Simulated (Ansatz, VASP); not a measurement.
# One calculation of Tl, two programs

```
CELL_PARAMETERS angstrom
5.41113 0.00000 0.00000
-2.70557 4.68618 0.00000
0.00000 0.00000 3.31703
ATOMIC_POSITIONS crystal
Tl 0.00000 0.00000 0.00000
Tl 0.33333 0.66667 0.50000
Tl 0.66667 0.33333 0.50000
```

Alike in both runs: task relaxation of cell and atoms; functional revPBE; k mesh 7 × 7 × 10; occupations fermi-dirac, width 0.1 eV; no spin polarisation.

```csv
,VASP,Ansatz
version,VASP 6.6.1,Ansatz 0.2.0
potentials or method,"VASP PAW PBE potentials, release 64 (Tl_d), cutoff 600 eV","plane waves (420 eV) with PAW, scalar-relativistic"
valence electrons in the cell,39,39
```

```tsv
	VASP	Ansatz	Ansatz less VASP
relaxed volume (Å³/atom)	33.30	33.38	+0.079
relaxed length of the cell vector where the two differ most in proportion (Å)	3.513	3.523	+0.0095
```

VASP's potentials were made for PBE, not for revPBE.

Neither program's run includes spin-orbit coupling. Noted on VASP's run: the volume moved by over 15 % at a fixed basis, so the end points are rough.
